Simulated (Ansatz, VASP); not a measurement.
# Zn12H: VASP beside Ansatz

```xyz
13
Lattice="5.3200 0.0000 0.0000 -3.9900 6.9109 0.0000 0.0000 0.0000 4.9370" Properties=species:S:1:pos:R:3 pbc="T T T"
Zn    0.0295   -0.2117   -0.1507
Zn    0.1150    1.4450    2.5653
Zn   -1.4004    2.3470    0.2821
Zn   -1.2056    3.7570    2.6627
Zn   -2.5785    4.6305    0.0574
Zn   -2.5268    6.0448    2.5025
Zn    2.7153   -0.0189    0.1476
Zn    2.7982    1.4155    2.5907
Zn    1.4762    2.4060   -0.2431
Zn    1.4670    3.7863    2.4216
Zn    0.0274    4.5523    0.1750
Zn    0.1049    6.0357    2.5056
H     0.1621    1.4315    5.5090
```

Alike in both runs: functional LDA; k mesh 4 × 3 × 3; occupations gaussian, width 0.05 eV; no spin polarisation.

Ansatz relaxed the structure, and its values are those at the end. VASP's run is a single point on that final structure, the one shown.

```csv
,VASP,Ansatz
version,VASP 6.6.1,Ansatz 0.2.0
potentials or method,"VASP PAW LDA potentials, release 64 (Zn, H), cutoff 520 eV","scalar-relativistic, plane waves, PAW"
valence electrons in the cell,145,145
```

VASP gave:

```
rms of the force components (eV/Å) : 0.012
```

Which values does Ansatz return?

rms of the force components (eV/Å): 0.011.

LDA's correlation is that of Perdew and Zunger in VASP and of Perdew and Wang (1992) in Ansatz.

The k mesh is coarse, so the values compare programs but aren't converged.
